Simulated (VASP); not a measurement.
Set up this calculation in VASP 6.6.1, as the native input.

- Task: single point
- Functional: PBE
- Potentials or basis: VASP PAW PBE potentials, release 64 (Ge_d, Sb)
- Cutoff: 520 eV
- k mesh: 4 × 4 × 4
- Occupations: gaussian, width 0.1 eV
- Spin: no spin polarisation
- Dipole correction: no
- Further INCAR settings: ALGO = Normal; EDIFF = 1e-06; NBANDS = 24

The structure of Ge2Sb lies in POSCAR:

```
Ge2Sb
1.0
    0.0000000000      3.2966808500      3.2966808500
    3.2966808500      0.0000000000      3.2966808500
    3.2966808500      3.2966808500      0.0000000000
Ge Sb
2 1
Direct
    0.7500000000      0.7500000000      0.7500000000
    0.5000000000      0.5000000000      0.5000000000
    0.0000000000      0.0000000000      0.0000000000
```

The cell was built from a structure type or drawn by symmetry, and may not be a known phase.

These files were run (other wordings do the same):

INCAR

```
SYSTEM = Ge2Sb
PREC = Accurate
ENCUT = 520
EDIFF = 1E-6
ISMEAR = 0
SIGMA = 0.1
LREAL = .FALSE.
LASPH = .TRUE.
NELM = 100
ALGO = Normal
ISIF = 2
LWAVE = .FALSE.
LCHARG = .TRUE.
GGA = PE
LELF = .TRUE.
LVHAR = .TRUE.
NBANDS = 24
```

KPOINTS

```
Automatic mesh
0
G
  4 4 4
  0 0 0
```

Potentials or basis: VASP PAW PBE potentials, release 64 (Ge_d, Sb).

Run with:

```console
$ cat potpaw_PBE.64/Ge_d/POTCAR potpaw_PBE.64/Sb/POTCAR > POTCAR
$ mpirun -np 1 vasp_std > vasp.out
```

Results of the run:

```json
{"Pressure": "4.7 GPa", "Band gap on the k mesh": "zero (an odd number of electrons rules out a gap without spin polarisation)"}
```

Caveat: the k points lie up to 0.41 Å⁻¹ apart, too coarse for converged energies and pressures of a metal; spin-orbit coupling is left out, which moves the levels of the heavy elements.

It took 12 s on 1 thread of Intel(R) Xeon(R) Platinum 8559C (Emerald Rapids) (shared host), peak memory 0.2 GiB.
